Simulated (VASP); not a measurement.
## Co3NiGe4: single point with PBE

Co3NiGe4:

```
CELL_PARAMETERS angstrom
3.28848 1.89861 2.69271
-3.28848 1.89861 2.69271
0.00000 -3.79721 2.69271
ATOMIC_POSITIONS crystal
Co 0.86018 0.36607 0.13503
Co 0.13503 0.86018 0.36607
Co 0.36607 0.13503 0.86018
Ni 0.63726 0.63726 0.63726
Ge 0.33714 0.33714 0.33714
Ge 0.16104 0.66013 0.84315
Ge 0.84315 0.16104 0.66013
Ge 0.66013 0.84315 0.16104
```

```json
{"Program": "VASP 6.6.1", "Task": "single point", "Functional": "PBE", "Potentials or basis": "VASP PAW PBE potentials, release 64 (Co, Ni, Ge_d)", "Cutoff": "520 eV", "k mesh": "6 × 6 × 6", "Occupations": "gaussian, width 0.1 eV", "Spin": "no spin polarisation"}
```

- Pressure: 0.2 GPa
- Largest force: 0.010 eV/Å
- Band gap on the k mesh: zero (an odd number of electrons rules out a gap without spin polarisation)

Forces on the atoms (eV/Å):
```
Co   0.004 -0.008 -0.003
Co   0.005  0.007 -0.003
Co  -0.009  0.001 -0.003
Ni   0.000  0.000  0.008
Ge   0.000  0.000 -0.001
Ge  -0.002 -0.008  0.001
Ge   0.007  0.002  0.001
Ge  -0.006  0.005  0.001
```

Levels at points of the mesh, in eV from the Fermi level:
| k point | band 43 | band 44 | band 45 | band 46 | band 47 | band 48 | band 49 | band 50 |
| --- | --- | --- | --- | --- | --- | --- | --- | --- |
| (0.00, 0.00, 0.00) | -0.93 | -0.93 | -0.53 | -0.53 | -0.31 | 1.13 | 1.44 | 1.44 |
| (0.50, 0.00, 0.00) | -0.95 | -0.93 | -0.81 | -0.74 | 0.45 | 0.48 | 0.53 | 0.61 |
| (0.50, 0.50, 0.00) | -1.32 | -1.07 | -0.41 | -0.39 | -0.20 | 0.07 | 0.88 | 1.06 |
| (0.50, 0.50, 0.50) | -1.25 | -1.17 | -0.72 | -0.72 | -0.47 | -0.40 | 3.98 | 4.02 |

It took 3.8 min on 1 thread of Intel(R) Xeon(R) Platinum 8259CL CPU @ 2.50GHz (Skylake/Cascade Lake) (shared host), peak memory 0.33 GiB.

Caveat: the run has no spin polarisation, though such a crystal can be magnetic. Spin polarisation is off, so any magnetic state and its effect on volume and gap are missing.
